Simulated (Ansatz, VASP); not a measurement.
Fe: VASP beside Ansatz

```xyz
2
Lattice="0.0000 2.4017 2.4017 2.4017 0.0000 2.4017 2.4017 2.4017 0.0000" Properties=species:S:1:pos:R:3 pbc="T T T"
Fe    2.4017    2.4017    2.4017
Fe    3.6026    3.6026    3.6026
```

Alike in both runs: functional PBEsol; k mesh 6 × 6 × 6; occupations gaussian, width 0.1 eV; no spin polarisation.

Ansatz relaxed the structure, and its values are those at the end. VASP's run is a single point on that final structure, the one shown.

```csv
,VASP,Ansatz
version,VASP 6.6.1,Ansatz 0.2.0
potentials or method,"VASP PAW PBE potentials, release 64 (Fe), cutoff 600 eV","scalar-relativistic, plane waves, PAW"
valence electrons in the cell,16,32
```

Ansatz gave:

- gap on the k mesh at the Fermi level (eV): none
- pressure (GPa): 0.1

Question: What did VASP give for the same quantities?

Answer: gap on the k mesh at the Fermi level (eV): none; pressure (GPa): -1.7.

VASP's potentials were made for PBE, not for PBEsol. A gap of «none» marks a metal or a gap that the smearing closes. VASP's potentials hold 16 valence electrons a cell and Ansatz's 32, so a difference there can come from the potentials and not from the codes.

The k mesh is coarse, so the values compare programs but aren't converged.
